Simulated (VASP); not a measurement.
Write the native input for VASP 6.6.1 that does the following.

```
Task                   : single point
Functional             : PBE
Potentials or basis    : VASP PAW PBE potentials, release 64 (Ga_d)
Cutoff                 : 500 eV
k mesh                 : 13 × 13 × 8
Occupations            : fermi-dirac, width 0.1 eV
Spin                   : no spin polarisation
Dipole correction      : no
Further INCAR settings : ALGO = Normal; EDIFF = 1e-06; NBANDS = 20
```

The structure of Ga lies in POSCAR:

```
Ga
1.0
    2.9928876418      0.0000000000      0.0000000000
   -1.4964438209      2.5919167285      0.0000000000
    0.0000000000      0.0000000000      4.7240826474
Ga
2
Direct
    0.3333333333      0.6666666667      0.2500000000
    0.6666666667      0.3333333333      0.7500000000
```

This cell differs from its parent crystal: volume scaled by 0.96.

One way to write it, as run:

INCAR

```
SYSTEM = Ga
PREC = Accurate
ENCUT = 500
EDIFF = 1E-6
ISMEAR = -1
SIGMA = 0.1
LREAL = .False.
LASPH = .True.
NELM = 120
ALGO = Normal
ISIF = 2
LWAVE = .False.
LCHARG = .False.
GGA = PE
NBANDS = 20
GGA_COMPAT = .False.
```

KPOINTS

```
Automatic mesh
0
Gamma
  13 13 8
  0 0 0
```

Potentials or basis: VASP PAW PBE potentials, release 64 (Ga_d).

Launch:

```sh
$ cat potpaw_PBE.64/Ga_d/POTCAR > POTCAR
$ mpirun -np 1 vasp_std > vasp.out
```

Results of the run:

```
Pressure               : 2.3 GPa
Band gap on the k mesh : zero (band 13 reaches 10.65 eV, above the bottom of band 14 at 2.71 eV)
```

Run time: 19 s on 1 thread of Intel(R) Xeon(R) 6975P-C (Granite Rapids) (shared host), peak memory 0.19 GiB.
